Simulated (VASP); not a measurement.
A run of VASP 6.6.1 is set up as follows.

The input INCAR:

```
  PREC = Accurate
  ENCUT = 520
  EDIFF = 1E-6
  ISMEAR = 0
  SIGMA = 0.01
  LREAL = F
  LASPH = T
  NELM = 60
  ALGO = Normal
  ISIF = 2
  LWAVE = F
  LCHARG = F
  GGA = PE
  NBANDS = 26
```

The input KPOINTS:

```
Automatic mesh
0
Gamma
  8 8 4
```

File POSCAR:

```
GaN
1.0
    3.1800000000      0.0000000000      0.0000000000
   -1.5900000000      2.7539607800      0.0000000000
    0.0000000000      0.0000000000      5.1660000000
Ga N
2 2
Direct
    0.3333333300      0.6666666700      0.0000000000
    0.6666666700      0.3333333300      0.5000000000
    0.3333333300      0.6666666700      0.3750000000
    0.6666666700      0.3333333300      0.8750000000
```

Potentials or basis: VASP PAW PBE potentials, release 64 (Ga_d, N).

Launch:

```bash
$ cat potpaw_PBE.64/Ga_d/POTCAR potpaw_PBE.64/N/POTCAR > POTCAR
$ mpirun -np 1 vasp_std > vasp.out
```

(1) What does it give for the largest force?

(2) Estimate the band gap on the k mesh.

Answers

(1) 0.134 eV/Å.

(2) 1.97 eV, direct.
